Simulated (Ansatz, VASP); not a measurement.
# TiZn3N3 in VASP and in Ansatz

File INCAR:

```
SYSTEM = TiZn3N3
PREC = Accurate
ENCUT = 600
EDIFF = 1E-6
ISMEAR = 0
SIGMA = 0.15
LREAL = .False.
LASPH = .True.
NELM = 150
ALGO = Normal
ISIF = 3
LWAVE = .False.
LCHARG = .False.
ISPIN = 2
MAGMOM = 1 0 0 0 0 0 0
LORBIT = 11
LMAXMIX = 4
GGA = PE
IBRION = 2
NSW = 36
EDIFFG = -0.08
```

Contents of KPOINTS:

```
Automatic mesh
0
Gamma
  3 3 3
  0 0 0
```

Contents of POSCAR:

```
TiZn3N3
1.0
    5.1393404200      0.0000000000      0.0000000000
   -2.5696702100      4.4507993600      0.0000000000
    0.0000000000      0.0000000000      4.2199846100
Ti Zn N
1 3 3
Direct
    0.0000000000      0.0000000000      0.0000000000
    0.0000000000      0.0000000000      0.5000000000
    0.3333333300      0.6666666700      0.0000000000
    0.6666666700      0.3333333300      0.0000000000
    0.5390446700      0.0000000000      0.0000000000
    0.0000000000      0.5390446700      0.0000000000
    0.4609553300      0.4609553300      0.0000000000
```

Input for Ansatz:

```yaml
crystal:
  lattice:
    - [5.13934042, 0.0, 0.0]
    - [-2.56967021, 4.45079936, 0.0]
    - [0.0, 0.0, 4.21998461]
  atoms:
    - { symbol: Ti, position: [0.0, 0.0, 0.0], spin: 1.0 }
    - { symbol: Zn, position: [0.0, 0.0, 0.5] }
    - { symbol: Zn, position: [0.33333333, 0.66666667, 0.0] }
    - { symbol: Zn, position: [0.66666667, 0.33333333, 0.0] }
    - { symbol: "N", position: [0.53904467, 0.0, 0.0] }
    - { symbol: "N", position: [0.0, 0.53904467, 0.0] }
    - { symbol: "N", position: [0.46095533, 0.46095533, 0.0] }
basis:
  ecutwfc: 420
kpoints:
  mp_grid: { grid: [3, 3, 3] }
hamiltonian:
  xc: pbe
scf:
  occupations: { method: gaussian, width: 0.15 }
  lower_state_search: "off"
output:
  forces: true
  stress: true
  eigenvalues: true
  populations: true
magnetization:
  spin_polarized: true
relax:
  adjacent_minimum: "off"
  f_tol: 0.08
  max_steps: 16
  cell: { stress_tol: 0.8 }
```

Alike in both runs: task relaxation of cell and atoms; functional PBE; k mesh 3 × 3 × 3; occupations gaussian, width 0.15 eV; collinear spin.

```csv
,VASP,Ansatz
version,VASP 6.6.1,Ansatz 0.2.0
potentials or method,"VASP PAW PBE potentials, release 64 (Ti_sv, Zn, N), cutoff 600 eV","scalar-relativistic, plane waves, PAW"
valence electrons in the cell,63,63
```

```tsv
	VASP	Ansatz	Ansatz less VASP
gap on the k mesh at the Fermi level, each at its own relaxed structure (eV)	none	none	-
net moment per atom (μB)	0.00	0.06	+0.059
size of the moment on the site where the two differ most (μB)	0.00	0.07	+0.067
relaxed volume (Å³/atom)	21.24	21.48	+0.237
relaxed cell length with the largest relative difference (Å)	5.230	5.291	+0.0605
```

Site moments also hang on the region over which each program counts them. A gap of «none» marks a metal or a gap that the smearing closes.

The k mesh is coarse, so the values compare programs but aren't converged. Noted on VASP's run: the volume moved by over 15 % at a fixed basis, so the end points are rough.
